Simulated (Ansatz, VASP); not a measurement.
**Bi2Te3 in VASP and in Ansatz**

File INCAR:

```
SYSTEM = Bi2Te3
PREC     = Accurate       ! precision mode
ENCUT    = 520            ! plane-wave cutoff, eV
EDIFF    = 1E-8           ! SCF threshold, eV
ISMEAR   = -1             ! smearing method
SIGMA    = 0.08           ! smearing width, eV
LREAL    = .False.        ! projectors in reciprocal space
LASPH    = .True.         ! aspherical terms in the spheres
NELM     = 100            ! most SCF steps
ALGO     = Normal         ! electronic algorithm
ISIF     = 2              ! what is computed and relaxed
LWAVE    = .False.        ! write WAVECAR
LCHARG   = .False.        ! write CHGCAR
GGA      = PS             ! functional
LEFG     = .True.       
NBANDS   = 32             ! bands
```

KPOINTS

```
Automatic mesh
0
Gamma
  7 7 7
  0 0 0
```

Contents of POSCAR:

```
Bi2Te3
1.0
    2.2075241642      1.2745146704     10.2329942799
   -2.2075241642      1.2745146704     10.2329942799
    0.0000000000     -2.5490293408     10.2329942799
Bi Te
2 3
Direct
    0.4000000000      0.4000000000      0.4000000000
    0.6000000000      0.6000000000      0.6000000000
    0.0000000000      0.0000000000      0.0000000000
    0.2095000000      0.2095000000      0.2095000000
    0.7905000000      0.7905000000      0.7905000000
```

Input for Ansatz:

```yaml
crystal:
  lattice:
    - [2.2075241642, 1.2745146704, 10.2329942799]
    - [-2.2075241642, 1.2745146704, 10.2329942799]
    - [0.0, -2.5490293408, 10.2329942799]
  atoms:
    - { symbol: Bi, position: [0.4, 0.4, 0.4] }
    - { symbol: Bi, position: [0.6, 0.6, 0.6] }
    - { symbol: Te, position: [0.0, 0.0, 0.0] }
    - { symbol: Te, position: [0.2095, 0.2095, 0.2095] }
    - { symbol: Te, position: [0.7905, 0.7905, 0.7905] }
kpoints:
  mp_grid: { grid: [7, 7, 7] }
scf:
  occupations: { method: fermi_dirac, width: 0.08 }
hamiltonian:
  xc: pbesol
  pseudopotentials: { kind: all_electron, datasets: crystal }
output:
  forces: true
  stress: true
  eigenvalues: true
  efg: { contact_densities: true }
```

Change from the starting cell: volume scaled by 1.02, crystal datasets.

Alike in both runs: task electric field gradients; functional PBEsol; k mesh 7 × 7 × 7; occupations fermi-dirac, width 0.08 eV; no spin polarisation.

|  | VASP | Ansatz |
| --- | --- | --- |
| version | VASP 6.6.1 | Ansatz 0.2.0 |
| potentials or method | VASP PAW PBE potentials, release 64 (Bi_d, Te), cutoff 520 eV | all-electron PAW with datasets made for the crystal, scalar-relativistic |

|  | VASP | Ansatz | Ansatz less VASP |
| --- | --- | --- | --- |
| pressure (GPa) | -1.5 | -1.5 | 0.00 |
| traceless stress, the component that is largest in VASP (GPa) | -0.24 | -0.24 | -0.002 |
| rms of the force components (eV/Å) | 0.084 | 0.091 | +0.0062 |
| size of Vzz on the site where it differs most (V/Å²) | 92.6 | 97.4 | +4.77 |

VASP's potentials were made for PBE, not for PBEsol. Atom by atom the forces differ by 0.006 eV/Å (rms over components). Ansatz ran all-electron here, and VASP with PAW potentials.

Spin-orbit coupling is off throughout.
